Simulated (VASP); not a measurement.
Write the native input for VASP 6.6.1 that does the following.

* Task: single point
* Functional: PBEsol
* Dispersion: D3(BJ)
* Potentials or basis: VASP PAW PBE potentials, release 64 (Co, Si)
* Cutoff: 520 eV
* k mesh: 8 × 8 × 8
* Occupations: gaussian, width 0.05 eV
* Spin: collinear spin, ferromagnetic start
* Starting moments: [0.05, 0.0, 0.0] μB
* Dipole correction: no
* Further INCAR settings: ALGO = Normal; EDIFF = 1e-07; NBANDS = 20

The structure of CoSi2 lies in POSCAR:

```
CoSi2
1.0
    0.0000000000      2.6329117712      2.6329117712
    2.6329117712      0.0000000000      2.6329117712
    2.6329117712      2.6329117712      0.0000000000
Co Si
1 2
Direct
    0.0000000000      0.0000000000      0.0000000000
    0.2500000000      0.2500000000      0.2500000000
    0.7500000000      0.7500000000      0.7500000000
```

These files were run (other wordings do the same):

INCAR

```
PREC     = Accurate       # precision mode
ENCUT    = 520            # plane-wave cutoff, eV
EDIFF    = 1E-7           # SCF threshold, eV
ISMEAR   = 0              # smearing method
SIGMA    = 0.05           # smearing width, eV
LREAL    = False          # projectors in reciprocal space
LASPH    = True           # aspherical terms in the spheres
NELM     = 150            # most SCF steps
ALGO     = Normal         # electronic algorithm
ISIF     = 2              # what is computed and relaxed
LWAVE    = False          # write WAVECAR
LCHARG   = True           # write CHGCAR
ISPIN    = 2              # spin polarisation
MAGMOM   = 0.05 0 0       # initial moments
LORBIT   = 11             # projections on sites
LMAXMIX  = 4              # l up to which the mixer works
GGA      = PS             # functional
IVDW     = 12             # dispersion correction
LELF     = True           # ELF
LVHAR    = True         
NBANDS   = 20             # bands
```

KPOINTS

```
Automatic mesh
0
Gamma
  8 8 8
```

Potentials or basis: VASP PAW PBE potentials, release 64 (Co, Si).

Run with:

```sh
$ cat potpaw_PBE.64/Co/POTCAR potpaw_PBE.64/Si/POTCAR > POTCAR
$ mpirun -np 1 vasp_std > vasp.out
```

It gave:

* Pressure: 0.1 GPa
* Net moment: 0.00 μB per cell
* Valence electrons inside the program's atomic spheres: Co 9.01; Si 1.62
* Dispersion energy per atom: -0.407 eV

Caveat: the PAW data sets were made with another functional, which shifts forces and pressure a little; pairwise dispersion overbinds metals, which lowers pressure and volume.

Run time: 34 s on 1 thread of Intel(R) Xeon(R) Platinum 8488C (Sapphire Rapids), on a shared host, peak memory 0.19 GiB.
